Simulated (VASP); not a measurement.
# HgTe in VASP: notebook, part 2 of 2

VASP 6.6.1. Earlier steps stand in the parts before.

## 3. Single point, PBE

This run uses another cell than the first one, of 36.73 Å³/atom.

INCAR

```
  ALGO = Normal
  EDIFF = 1E-6
  ENCUT = 520
  GGA = PE
  ISIF = 2
  ISMEAR = 0
  ISYM = 0
  LASPH = T
  LCHARG = T
  LELF = T
  LREAL = F
  LVHAR = T
  LWAVE = F
  NBANDS = 16
  NELM = 80
  PREC = Accurate
  SIGMA = 0.05
```

KPOINTS

```
k-points
0
Gamma
  10 10 10
```

POSCAR

```
HgTe
1.0
    0.0000000000      3.3242171039      3.3242171039
    3.3242171039      0.0000000000      3.3242171039
    3.3242171039      3.3242171039      0.0000000000
Hg Te
1 1
Direct
    0.0000000000      0.0000000000      0.0000000000
    0.2500000000      0.2500000000      0.2500000000
```

Potentials or basis: VASP PAW PBE potentials, release 64 (Hg, Te).

The run is started by

```bash
> cat potpaw_PBE.64/Hg/POTCAR potpaw_PBE.64/Te/POTCAR > POTCAR
> mpirun -np 1 vasp_std > vasp.out
```

OUTCAR:

```text
EDIFF = 1E-6
   ENCUT = 520
   GGA = PE
   ISIF = 2
   ISMEAR = 0
   ISYM = 0
   LASPH = T
   LREAL = F
   NELM = 80
   PREC = Accurate

 ion  position               nearest neighbor table
   1  0.000  0.000  0.000-   2 2.88   2 2.88   2 2.88   2 2.88
   2  0.250  0.250  0.250-   1 2.88   1 2.88   1 2.88   1 2.88

IMPORTANT INFORMATION: All symmetrisations will be switched off!
NOSYMM: (Re-)initialisation of all symmetry stuff for point group C_1.

----------------------------------------------------------------------------------------

                                     Primitive cell

  volume of cell :      73.4680

  direct lattice vectors                    reciprocal lattice vectors
     0.000000000  3.324217104  3.324217104    -0.150411355  0.150411355  0.150411355
     3.324217104  0.000000000  3.324217104     0.150411355 -0.150411355  0.150411355
     3.324217104  3.324217104  0.000000000     0.150411355  0.150411355 -0.150411355

  length of vectors
     4.701152913  4.701152913  4.701152913     0.260520109  0.260520109  0.260520109

  position of ions in fractional coordinates (direct lattice)
     0.000000000  0.000000000  0.000000000
     0.250000000  0.250000000  0.250000000

  ion indices of the primitive-cell ions
   primitive index   ion index
                 1           1
                 2           2

----------------------------------------------------------------------------------------

 KPOINTS: k-points

Automatic generation of k-mesh.
 Grid dimensions read from file:
 generate k-points for:   10   10   10

 Generating k-lattice:

  Cartesian coordinates                     Fractional coordinates (reciprocal lattice)
    -0.015041136  0.015041136  0.015041136     0.100000000  0.000000000  0.000000000
     0.015041136 -0.015041136  0.015041136     0.000000000  0.100000000  0.000000000
     0.015041136  0.015041136 -0.015041136     0.000000000  0.000000000  0.100000000

  Length of vectors
     0.026052011  0.026052011  0.026052011

  Shift w.r.t. Gamma in fractional coordinates (k-lattice)
     0.000000000  0.000000000  0.000000000

 Subroutine IBZKPT returns following result:
 ===========================================

 Found    504 irreducible k-points:

 Following reciprocal coordinates:
            Coordinates               Weight
  0.000000  0.000000  0.000000      1.000000
  0.100000  0.000000  0.000000      2.000000
  0.000000  0.100000  0.000000      2.000000
  0.000000  0.000000  0.100000      2.000000
  0.100000  0.100000  0.100000      2.000000
  0.200000  0.000000  0.000000      2.000000
[... 16 lines left out ...]
  0.000000  0.100000  0.100000      2.000000
  0.100000  0.000000  0.100000      2.000000
 [... further k-points ...]
   k-points           NKPTS =    504   k-points in BZ     NKDIM =    504   number of bands    NBANDS=     16
   number of dos      NEDOS =    301   number of ions     NIONS =      2
   total plane-waves  NPLWV =  46656
   dimension x,y,z NGX =    36 NGY =   36 NGZ =   36
   dimension x,y,z NGXF=    72 NGYF=   72 NGZF=   72
   ions per type =               1   1
   NGX,Y,Z   is equivalent  to a cutoff of  12.73, 12.73, 12.73 a.u.
   NGXF,Y,Z  is equivalent  to a cutoff of  25.46, 25.46, 25.46 a.u.
 SYSTEM =  unknown system
   PREC   = accura    normal or accurate (medium, high low for compatibility)
   ISTART =      0    job   : 0-new  1-cont  2-samecut
   ICHARG =      2    charge: 1-file 2-atom 10-const
   ISPIN  =      1    spin polarized calculation?
   LNONCOLLINEAR =      F non collinear calculations
   LSORBIT =      F    spin-orbit coupling
   LASPH  =      T    aspherical Exc in radial PAW
   ENCUT  =  520.0 eV  38.22 Ry    6.18 a.u.   8.74  8.74  8.74*2*pi/ulx,y,z
   NELM   =     80;   NELMIN=  2; NELMDL= -5     # of ELM steps
   EDIFF  = 0.1E-05   stopping-criterion for ELM
   LREAL  =      F    real-space projection
   EDIFFG = 0.1E-04   stopping-criterion for IOM
   NSW    =      0    number of steps for IOM
   IBRION =     -1    ionic relax: 0-MD 1-quasi-New 2-CG
   NFREE  =      0    steps in history (QN), initial steepest desc. (CG)
   ISIF   =      2    stress and relaxation
   ISYM   =      0    0-nonsym 1-usesym 2-fastsym
   POTIM  = 0.5000    time-step for ionic-motion
   TEBEG  =    0.0;   TEEND  =   0.0 temperature during run
   PSTRESS=    0.0 pullay stress
   NELECT =      18.0000    total number of electrons
   NUPDOWN=      -1.0000    fix difference up-down
   EMIN   =  10.00;   EMAX   =-10.00  energy-range for DOS
   EFERMI =   0.00;   METHOD = LEGACY
   ISMEAR =     0;   SIGMA  =   0.05  broadening in eV -4-tet -1-fermi 0-gaus
   EFERMI_NEDOS =   21; number of points for ismear=-14 and -15
   IALGO  =     38    algorithm
   IMIX   =      4    mixing-type and parameters
     AMIX     =   0.40;   BMIX     =  1.00
     AMIX_MAG =   1.60;   BMIX_MAG =  1.00
  volume/ion in A,a.u.               =      36.73       247.89
  Fermi-wavevector in a.u.,A,eV,Ry     =   1.024392  1.935821 14.277675  1.049379
  Thomas-Fermi vector in A             =   2.158177
   LORBIT       =      0    0 simple, 1 ext, 2 COOP (PROOUT), +10 PAW based schemes
   GGA     = PE    functional components
   LHFCALC =     F    Hartree Fock is set to
   AEXX    =    0.0000 exact exchange contribution
   IVDW    =     0    specifies the selected vdW correction
   LEPSILON=     F    determine dielectric tensor
   LRPA    =     F    only Hartree local field effects (RPA)
 non-spin polarized calculation
 Gauss-broadening in eV      SIGMA  =   0.05
  energy-cutoff  :      520.00
  volume of cell :       73.47
 maximum number of plane-waves:      2006
   NGX = 17   NGY = 17   NGZ = 17

 number of electron      17.9999998 magnetization

 Free energy of the ion-electron system (eV)
  ---------------------------------------------------
  ext. energy  EPLUGINS =         0.00000000
  ---------------------------------------------------
  free energy    TOTEN  =        -3.65139395 eV

  energy without entropy =       -3.65131391  energy(sigma->0) =       -3.65135393

 E-fermi :   2.2601     XC(G=0):  -8.3627

 val. band max:        2.2444373093   @ k =   0.0000   0.0000   0.0000
 cond. band min:       2.6886391479   @ k =   0.0000   0.1000   0.0000
 fundamental gap:      0.4442018386
 Fermi energy:         2.2601145721

 k-point     1 :       0.0000    0.0000    0.0000
  band No.  band energies     occupation
      1      -9.1759      2.00000
      2      -4.6522      2.00000
      3      -4.6522      2.00000
      4      -4.6522      2.00000
      5      -4.2190      2.00000
      6      -4.2190      2.00000
[... 8 lines left out ...]
     15      11.6750      0.00000
     16      11.6750      0.00000

 k-point     2 :       0.1000    0.0000    0.0000
  band No.  band energies     occupation
      1      -9.1341      2.00000
      2      -4.6407      2.00000
      3      -4.6407      2.00000
      4      -4.6336      2.00000
      5      -4.2200      2.00000
      6      -4.2200      2.00000
[... 8 lines left out ...]
     15      11.1104      0.00000
     16      11.1104      0.00000

 k-point     3 :       0.0000    0.1000    0.0000
  band No.  band energies     occupation
      1      -9.1341      2.00000
      2      -4.6407      2.00000
      3      -4.6407      2.00000
      4      -4.6336      2.00000
      5      -4.2200      2.00000
      6      -4.2200      2.00000
[... 8 lines left out ...]
     15      11.1104      0.00000
     16      11.1104      0.00000
[... 362 lines left out ...]
 k-point    23 :       0.0000    0.1000    0.1000
  band No.  band energies     occupation
      1      -9.1202      2.00000
      2      -4.6417      2.00000
      3      -4.6298      2.00000
      4      -4.6298      2.00000
      5      -4.2267      2.00000
      6      -4.2141      2.00000
[... 8 lines left out ...]
     15      10.4218      0.00000
     16      11.7294      0.00000

 k-point    24 :       0.1000    0.0000    0.1000
  band No.  band energies     occupation
      1      -9.1202      2.00000
      2      -4.6417      2.00000
      3      -4.6298      2.00000
      4      -4.6298      2.00000
      5      -4.2267      2.00000
      6      -4.2141      2.00000
[... 8 lines left out ...]
     15      10.4218      0.00000
     16      11.7294      0.00000

 [... further k-points ...]

------------------------ aborting loop because EDIFF is reached ----------------------------------------

  FORCE on cell =-STRESS in cart. coord.  units (eV):
  Direction    XX          YY          ZZ          XY          YZ          ZX
  --------------------------------------------------------------------------------------
  -------------------------------------------------------------------------------------
  Total        0.0376226      0.0376223      0.0376221      0.0000005      0.0000022      0.0000001
  in kB        0.8204677      0.8204605      0.8204571      0.0000107      0.0000470      0.0000013
  external PRESSURE =       0.8204618 kB  Pullay stress =       0.0000000 kB

 VOLUME and BASIS-vectors are now :
 -----------------------------------------------------------------------------
  energy-cutoff  :      520.00
  volume of cell :       73.47
      direct lattice vectors                 reciprocal lattice vectors
     0.000000000  3.324217104  3.324217104    -0.150411355  0.150411355  0.150411355
     3.324217104  0.000000000  3.324217104     0.150411355 -0.150411355  0.150411355
     3.324217104  3.324217104  0.000000000     0.150411355  0.150411355 -0.150411355

 POSITION                                       TOTAL-FORCE (eV/Angst)
 -----------------------------------------------------------------------------------
      0.00000      0.00000      0.00000        -0.000000     -0.000000     -0.000001
      1.66211      1.66211      1.66211         0.000000      0.000000      0.000001
 -----------------------------------------------------------------------------------
    total drift:                                0.000000     -0.000000     -0.000000

  FREE ENERGIE OF THE ION-ELECTRON SYSTEM (eV)
  ---------------------------------------------------
  free  energy   TOTEN  =        -3.6513939545 eV

  energy  without entropy=       -3.6513139051  energy(sigma->0) =       -3.65135393
```

Wall time 8.8 min (1 thread of Oxide Virtual Turin-like, shared host); peak memory 0.67 GiB.

What came out:

```
Free energy            : -3.6514 eV
Pressure               : 0.1 GPa
Band gap on the k mesh : zero (filled and empty bands touch)
```

Levels at points of the mesh, in eV from the Fermi level:
```
           k point  band 5  band 6  band 7  band 8  band 9  band 10  band 11  band 12  band 13  band 14
(0.00, 0.00, 0.00)   -6.48   -6.48   -0.94   -0.02   -0.02    -0.02     4.36     4.36     4.36     6.49
(0.50, 0.00, 0.00)   -6.46   -6.23   -4.97   -0.85   -0.85     0.69     5.09     5.09     6.79     7.74
(0.00, 0.50, 0.00)   -6.46   -6.23   -4.97   -0.85   -0.85     0.69     5.09     5.09     6.79     7.74
(0.00, 0.00, 0.50)   -6.46   -6.23   -4.97   -0.85   -0.85     0.69     5.09     5.09     6.79     7.74
(0.50, 0.50, 0.50)   -6.46   -6.23   -4.97   -0.85   -0.85     0.69     5.09     5.09     6.79     7.74
(0.50, 0.50, 0.00)   -6.43   -6.11   -5.00   -1.95   -1.95     1.89     2.69     7.91     8.50     8.50
(0.00, 0.50, 0.50)   -6.43   -6.11   -5.00   -1.95   -1.95     1.89     2.69     7.91     8.50     8.50
(0.50, 0.00, 0.50)   -6.43   -6.11   -5.00   -1.95   -1.95     1.89     2.69     7.91     8.50     8.50
```

Caveat: semilocal functionals underestimate gaps, and a narrow one can read as zero; spin-orbit coupling is left out, which moves the levels of the heavy elements.

The gap in the log of VASP goes by the Fermi energy; the results here count the filled bands.